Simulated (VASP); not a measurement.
Input of a VASP 6.6.1 run:

Contents of INCAR:

```
SYSTEM = AlN
ALGO = Normal
EDIFF = 1E-6
ENCUT = 520
GGA = PS
ISIF = 2
ISMEAR = -1
LASPH = .True.
LCHARG = .False.
LREAL = .False.
LWAVE = .False.
NBANDS = 11
NELM = 60
PREC = Accurate
SIGMA = 0.1
```

KPOINTS

```
k-points
0
Gamma
  17 17 17
  0 0 0
```

Contents of POSCAR:

```
AlN
1.0
    0.0000000000      2.0226113034      2.0226113034
    2.0226113034      0.0000000000      2.0226113034
    2.0226113034      2.0226113034      0.0000000000
Al N
1 1
Direct
    0.0000000000      0.0000000000      0.0000000000
    0.5000000000      0.5000000000      0.5000000000
```

Potentials or basis: VASP PAW PBE potentials, release 64 (Al, N).

The run is started by

```console
$ cat potpaw_PBE.64/Al/POTCAR potpaw_PBE.64/N/POTCAR > POTCAR
$ mpirun -np 1 vasp_std > vasp.out
```

Problem. What does it give for the pressure?

Solution. -0.1 GPa.

Problem. What does it give for the band gap on the k mesh?

Solution. 4.60 eV, indirect (least direct gap 5.65 eV).

Caveat: the PAW data sets were made with another functional, which shifts forces and pressure a little. A k mesh can miss the band edges.
